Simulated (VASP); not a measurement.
# TePb in VASP: a series of runs, part 2 of 3

VASP 6.6.1. The steps go on from the part before.

**4. Single point, PBEsol**

This run uses another cell than the first one, of 33.72 Å³/atom.

Input file INCAR:

```
SYSTEM = TePb
ALGO = Normal ; EDIFF = 1E-7
ENCUT = 520 ; GGA = PS
ISIF = 2 ; ISMEAR = -1
LASPH = .TRUE. ; LCHARG = .FALSE.
LREAL = .FALSE. ; LWAVE = .FALSE.
NBANDS = 17 ; NELM = 80
PREC = Accurate ; SIGMA = 0.05
```

Input file KPOINTS:

```
k-points
0
G
  6 6 6
  0 0 0
```

Input file POSCAR:

```
TePb
1.0
   -0.0646200000      3.2310000000      3.2310000000
    3.2310000000     -0.0646200000      3.2310000000
    3.1663800000      3.1663800000      0.0000000000
Pb Te
1 1
Direct
    0.0000000000      0.0000000000      0.0000000000
    0.5000000000      0.5000000000      0.5000000000
```

Potentials or basis: VASP PAW PBE potentials, release 64 (Pb_d, Te).

Command:

```sh
$ cat potpaw_PBE.64/Pb_d/POTCAR potpaw_PBE.64/Te/POTCAR > POTCAR
$ mpirun -np 1 vasp_std > vasp.out
```

OUTCAR:

```text
SYSTEM = TePb
   EDIFF = 1E-7
   ENCUT = 520
   GGA = PS
   ISIF = 2
   ISMEAR = -1
   LASPH = .TRUE.
   LREAL = .FALSE.
   NELM = 80
   PREC = Accurate

 ion  position               nearest neighbor table
   1  0.000  0.000  0.000-   2 3.23   2 3.23   2 3.23   2 3.23   2 3.23   2 3.23
   2  0.500  0.500  0.500-   1 3.23   1 3.23   1 3.23   1 3.23   1 3.23   1 3.23

  LATTYP: Found a body centered orthorhombic cell.
 ALAT       =     4.4779375396
 B/A-ratio  =     1.0408163265
 C/A-ratio  =     1.4430750636

  Lattice vectors:

 A1 = (   0.0646200000,  -3.2310000000,  -3.2310000000)
 A2 = (  -0.0646200000,   3.2310000000,  -3.2310000000)
 A3 = (   3.2310000000,  -0.0646200000,   3.2310000000)

Analysis of symmetry for initial positions (statically):
=====================================================================
 Subroutine PRICEL returns:
 Original cell was already a primitive cell.

 Routine SETGRP: Setting up the symmetry group for a
 body centered orthorhombic supercell.

 Subroutine GETGRP returns: Found  8 space group operations
 (whereof  8 operations were pure point group operations)
 out of a pool of  8 trial point group operations.

The static configuration has the point symmetry D_2h.

Analysis of symmetry for dynamics (positions and initial velocities):
=====================================================================
 Subroutine PRICEL returns:
 Original cell was already a primitive cell.

 Routine SETGRP: Setting up the symmetry group for a
 body centered orthorhombic supercell.

 Subroutine GETGRP returns: Found  8 space group operations
 (whereof  8 operations were pure point group operations)
 out of a pool of  8 trial point group operations.

The dynamic configuration has the point symmetry D_2h.

 Subroutine INISYM returns: Found  8 space group operations
 (whereof  8 operations are pure point group operations),
 and found     1 'primitive' translations

----------------------------------------------------------------------------------------

[... 111 lines left out ...]
     AMIX     =   0.40;   BMIX     =  1.00
     AMIX_MAG =   1.60;   BMIX_MAG =  1.00
  volume/ion in A,a.u.               =      33.72       227.53
  Fermi-wavevector in a.u.,A,eV,Ry     =   1.091765  2.063136 16.217472  1.191951
  Thomas-Fermi vector in A             =   2.228017
   LORBIT       =      0    0 simple, 1 ext, 2 COOP (PROOUT), +10 PAW based schemes
   GGA     = PS    functional components
   LHFCALC =     F    Hartree Fock is set to
   AEXX    =    0.0000 exact exchange contribution
   IVDW    =     0    specifies the selected vdW correction
   LEPSILON=     F    determine dielectric tensor
   LRPA    =     F    only Hartree local field effects (RPA)
 non-spin polarized calculation
  energy-cutoff  :      520.00
  volume of cell :       67.43
 maximum number of plane-waves:      1835
 NGX is ok and might be reduce to    36
   NGX = 17   NGY = 17   NGZ = 17

 number of electron      19.9999999 magnetization

 Free energy of the ion-electron system (eV)
  ---------------------------------------------------
  ext. energy  EPLUGINS =         0.00000000
  ---------------------------------------------------
  free energy    TOTEN  =        -8.25453674 eV

  energy without entropy =       -8.25442364  energy(sigma->0) =       -8.25448019

 E-fermi :   5.7851     XC(G=0):  -9.4732

 val. band max:        5.5555541564   @ k =   0.5000  -0.0000   0.0000
 cond. band min:       6.0128232834   @ k =   0.0000   0.0000   0.5000
 fundamental gap:      0.4572691270
 Fermi energy:         5.7851094433

 k-point     1 :       0.0000    0.0000    0.0000
  band No.  band energies     occupation
      1     -11.1700      2.00000
      2     -11.1677      2.00000
      3     -11.1579      2.00000
      4     -11.1557      2.00000
      5     -11.1555      2.00000
      6      -6.5694      2.00000
[... 457 lines left out ...]
      4     -11.1380      2.00000
      5     -11.1307      2.00000
      6      -4.9537      2.00000
[... 9 lines left out ...]
     16      15.4417      0.00000
     17      16.3348      0.00000

 [... further k-points ...]

------------------------ aborting loop because EDIFF is reached ----------------------------------------

  FORCE on cell =-STRESS in cart. coord.  units (eV):
  Direction    XX          YY          ZZ          XY          YZ          ZX
  --------------------------------------------------------------------------------------
  -------------------------------------------------------------------------------------
  Total       -0.1632660     -0.1632660     -0.1769221      0.2481362      0.0000000      0.0000000
  in kB       -3.8791728     -3.8791728     -4.2036412      5.8956755      0.0000000      0.0000000
  external PRESSURE =      -3.9873289 kB  Pullay stress =       0.0000000 kB

 VOLUME and BASIS-vectors are now :
 -----------------------------------------------------------------------------
  energy-cutoff  :      520.00
  volume of cell :       67.43
      direct lattice vectors                 reciprocal lattice vectors
    -0.064620000  3.231000000  3.231000000    -0.151716521  0.151716521  0.154750851
     3.231000000 -0.064620000  3.231000000     0.151716521 -0.151716521  0.154750851
     3.166380000  3.166380000  0.000000000     0.157909032  0.157909032 -0.154750851

 POSITION                                       TOTAL-FORCE (eV/Angst)
 -----------------------------------------------------------------------------------
      0.00000      0.00000      0.00000         0.000000      0.000000      0.000000
      3.16638      3.16638      3.23100        -0.000000      0.000000     -0.000000
 -----------------------------------------------------------------------------------
    total drift:                               -0.000000      0.000000      0.000000

  FREE ENERGIE OF THE ION-ELECTRON SYSTEM (eV)
  ---------------------------------------------------
  free  energy   TOTEN  =        -8.2545367393 eV

  energy  without entropy=       -8.2544236417  energy(sigma->0) =       -8.25448019
```

OSZICAR:

```text
N       E                     dE             d eps       ncg     rms          rms(c)
DAV:   1     0.148252873880E+03    0.14825E+03   -0.92423E+03  1573   0.115E+03
DAV:   2     0.198018989904E+01   -0.14627E+03   -0.14184E+03  1652   0.293E+02
DAV:   3    -0.809701681813E+01   -0.10077E+02   -0.10008E+02  2002   0.831E+01
DAV:   4    -0.836653740882E+01   -0.26952E+00   -0.26937E+00  2044   0.151E+01
DAV:   5    -0.837632493350E+01   -0.97875E-02   -0.97870E-02  2191   0.256E+00    0.338E+00
DAV:   6    -0.826025832894E+01    0.11607E+00   -0.25059E-01  2306   0.375E+00    0.210E+00
DAV:   7    -0.825429080464E+01    0.59675E-02   -0.74264E-02  2038   0.142E+00    0.881E-01
DAV:   8    -0.825461156769E+01   -0.32076E-03   -0.84364E-03  1962   0.914E-01    0.127E-01
DAV:   9    -0.825453890181E+01    0.72666E-04   -0.11156E-03  2442   0.329E-01    0.460E-02
DAV:  10    -0.825453506464E+01    0.38372E-05   -0.10777E-04  2008   0.900E-02    0.210E-02
DAV:  11    -0.825453704567E+01   -0.19810E-05   -0.22918E-05  2096   0.345E-02    0.145E-02
DAV:  12    -0.825453699144E+01    0.54226E-07   -0.12233E-06  1863   0.807E-03    0.951E-03
DAV:  13    -0.825453672841E+01    0.26303E-06   -0.19137E-07  1658   0.348E-03    0.392E-03
DAV:  14    -0.825453673930E+01   -0.10893E-07   -0.20982E-07  1323   0.392E-03
   1 F= -.82545367E+01 E0= -.82544802E+01  d E =-.113098E-03
```

Wall time 74 s (1 thread of Intel Xeon 8259CL, shared host); peak memory 0.23 GiB.

What came out:

| Property | Result |
| --- | --- |
| Free energy | -8.2545 eV |
| Pressure | -0.4 GPa |
| Band gap on the k mesh | 0.46 eV (least direct gap 0.64 eV) |

Levels at points of the mesh, in eV from the valence-band top:
| k point | band 6 | band 7 | band 8 | band 9 | band 10 | band 11 | band 12 | band 13 | band 14 | band 15 |
| --- | --- | --- | --- | --- | --- | --- | --- | --- | --- | --- |
| (0.00, 0.00, 0.00) | -12.12 | -5.71 | -1.59 | -1.43 | -1.24 | 3.92 | 3.96 | 4.03 | 5.43 | 5.68 |
| (0.50, 0.00, 0.00) | -10.71 | -8.75 | -0.95 | -0.85 | 0.00 | 0.65 | 1.21 | 1.31 | 8.11 | 8.60 |
| (0.50, 0.50, 0.00) | -10.43 | -7.41 | -4.61 | -3.08 | -2.69 | 3.14 | 5.31 | 5.45 | 6.59 | 10.05 |
| (0.00, 0.00, 0.50) | -10.65 | -8.65 | -1.06 | -0.99 | -0.18 | 0.46 | 1.01 | 1.14 | 8.24 | 8.95 |
| (0.50, 0.00, 0.50) | -10.43 | -7.40 | -4.61 | -2.89 | -2.89 | 3.12 | 5.31 | 5.37 | 6.59 | 9.97 |

Caveat: the PAW data sets were made with another functional, which shifts forces and pressure a little; spin-orbit coupling is left out, which moves the levels of the heavy elements. A k mesh can miss the band edges.

**5. Single point, PBEsol**

This run uses another cell than the first one, of 33.73 Å³/atom.

Input file INCAR:

```
SYSTEM = TePb
PREC = Accurate
ENCUT = 520
EDIFF = 1E-6
ISMEAR = -1
SIGMA = 0.05
LREAL = .FALSE.
LASPH = .TRUE.
NELM = 100
ALGO = Normal
ISIF = 2
LWAVE = .FALSE.
LCHARG = .TRUE.
GGA = PS
LELF = .TRUE.
LVHAR = .TRUE.
NBANDS = 17
```

Input file KPOINTS:

```
Automatic mesh
0
G
  6 6 6
  0 0 0
```

Input file POSCAR:

```
TePb
1.0
   -0.0323100000      3.2310000000      3.2310000000
    3.2310000000     -0.0323100000      3.2310000000
    3.1986900000      3.1986900000      0.0000000000
Pb Te
1 1
Direct
    0.0000000000      0.0000000000      0.0000000000
    0.5000000000      0.5000000000      0.5000000000
```

Potentials or basis: VASP PAW PBE potentials, release 64 (Pb_d, Te).

Command:

```sh
$ cat potpaw_PBE.64/Pb_d/POTCAR potpaw_PBE.64/Te/POTCAR > POTCAR
$ mpirun -np 1 vasp_std > vasp.out
```

OUTCAR:

```text
SYSTEM = TePb
   PREC = Accurate
   ENCUT = 520
   EDIFF = 1E-6
   ISMEAR = -1
   LREAL = .FALSE.
   LASPH = .TRUE.
   NELM = 100
   ISIF = 2
   GGA = PS

 ion  position               nearest neighbor table
   1  0.000  0.000  0.000-   2 3.23   2 3.23   2 3.23   2 3.23   2 3.23   2 3.23
   2  0.500  0.500  0.500-   1 3.23   1 3.23   1 3.23   1 3.23   1 3.23   1 3.23

  LATTYP: Found a body centered orthorhombic cell.
 ALAT       =     4.5236307798
 B/A-ratio  =     1.0202020202
 C/A-ratio  =     1.4284985479

  Lattice vectors:

 A1 = (   0.0323100000,  -3.2310000000,  -3.2310000000)
 A2 = (  -0.0323100000,   3.2310000000,  -3.2310000000)
 A3 = (   3.2310000000,  -0.0323100000,   3.2310000000)

Analysis of symmetry for initial positions (statically):
=====================================================================
 Subroutine PRICEL returns:
 Original cell was already a primitive cell.

 Routine SETGRP: Setting up the symmetry group for a
 body centered orthorhombic supercell.

 Subroutine GETGRP returns: Found  8 space group operations
 (whereof  8 operations were pure point group operations)
[... 161 lines left out ...]

  energy without entropy =       -8.25816991  energy(sigma->0) =       -8.25819616

 E-fermi :   5.7912     XC(G=0):  -9.4714

 val. band max:        5.5054101387   @ k =   0.5000   0.0000   0.0000
 cond. band min:       6.0734719503   @ k =   0.0000   0.0000   0.5000
 fundamental gap:      0.5680618116
 Fermi energy:         5.7912415282

 k-point     1 :       0.0000    0.0000    0.0000
  band No.  band energies     occupation
      1     -11.1697      2.00000
      2     -11.1691      2.00000
      3     -11.1588      2.00000
      4     -11.1578      2.00000
      5     -11.1576      2.00000
      6      -6.5728      2.00000
[... 457 lines left out ...]
      4     -11.1380      2.00000
      5     -11.1333      2.00000
      6      -4.9607      2.00000
[... 9 lines left out ...]
     16      15.4579      0.00000
     17      16.3281      0.00000

 [... further k-points ...]

------------------------ aborting loop because EDIFF is reached ----------------------------------------

  FORCE on cell =-STRESS in cart. coord.  units (eV):
  Direction    XX          YY          ZZ          XY          YZ          ZX
  --------------------------------------------------------------------------------------
  -------------------------------------------------------------------------------------
  Total       -0.1747110     -0.1747110     -0.1781349      0.1242781      0.0000000      0.0000000
  in kB       -4.1498594     -4.1498594     -4.2311856      2.9519405      0.0000000      0.0000000
  external PRESSURE =      -4.1769681 kB  Pullay stress =       0.0000000 kB

 VOLUME and BASIS-vectors are now :
 -----------------------------------------------------------------------------
  energy-cutoff  :      520.00
  volume of cell :       67.45
      direct lattice vectors                 reciprocal lattice vectors
    -0.032310000  3.231000000  3.231000000    -0.153218664  0.153218664  0.154750851
     3.231000000 -0.032310000  3.231000000     0.153218664 -0.153218664  0.154750851
     3.198690000  3.198690000  0.000000000     0.156313991  0.156313991 -0.154750851

 POSITION                                       TOTAL-FORCE (eV/Angst)
 -----------------------------------------------------------------------------------
      0.00000      0.00000      0.00000         0.000000      0.000000      0.000000
      3.19869      3.19869      3.23100         0.000000     -0.000000     -0.000000
 -----------------------------------------------------------------------------------
    total drift:                               -0.000000      0.000000      0.000000

  FREE ENERGIE OF THE ION-ELECTRON SYSTEM (eV)
  ---------------------------------------------------
  free  energy   TOTEN  =        -8.2582224054 eV

  energy  without entropy=       -8.2581699066  energy(sigma->0) =       -8.25819616
```

OSZICAR:

```text
N       E                     dE             d eps       ncg     rms          rms(c)
DAV:   1     0.148663138905E+03    0.14866E+03   -0.91156E+03  1572   0.113E+03
DAV:   2     0.169868348921E+01   -0.14696E+03   -0.14197E+03  1662   0.295E+02
DAV:   3    -0.811127939660E+01   -0.98100E+01   -0.97364E+01  2020   0.820E+01
DAV:   4    -0.837030143507E+01   -0.25902E+00   -0.25888E+00  2072   0.148E+01
DAV:   5    -0.837919926369E+01   -0.88978E-02   -0.88973E-02  2167   0.247E+00    0.338E+00
DAV:   6    -0.826390678983E+01    0.11529E+00   -0.24870E-01  2338   0.373E+00    0.210E+00
DAV:   7    -0.825796594110E+01    0.59408E-02   -0.73390E-02  2024   0.142E+00    0.880E-01
DAV:   8    -0.825829624315E+01   -0.33030E-03   -0.83372E-03  1954   0.912E-01    0.129E-01
DAV:   9    -0.825822609221E+01    0.70151E-04   -0.11185E-03  2394   0.333E-01    0.461E-02
DAV:  10    -0.825822039960E+01    0.56926E-05   -0.11373E-04  2093   0.940E-02    0.203E-02
DAV:  11    -0.825822244306E+01   -0.20435E-05   -0.22325E-05  1988   0.340E-02    0.148E-02
DAV:  12    -0.825822240538E+01    0.37683E-07   -0.10385E-06  1404   0.801E-03
   1 F= -.82582224E+01 E0= -.82581962E+01  d E =-.524988E-04
```

Run time: 65 s. Hardware: 1 thread of Intel Xeon 8259CL, shared host; peak memory 0.23 GiB.

Results:

```yaml
Free_energy: -8.2582 eV
Pressure: -0.4 GPa
Band_gap_on_the_k_mesh: 0.57 eV (least direct gap 0.66 eV)
```

Caveat: the PAW data sets were made with another functional, which shifts forces and pressure a little; spin-orbit coupling is left out, which moves the levels of the heavy elements.

(Part 2 of 3 ends here.)
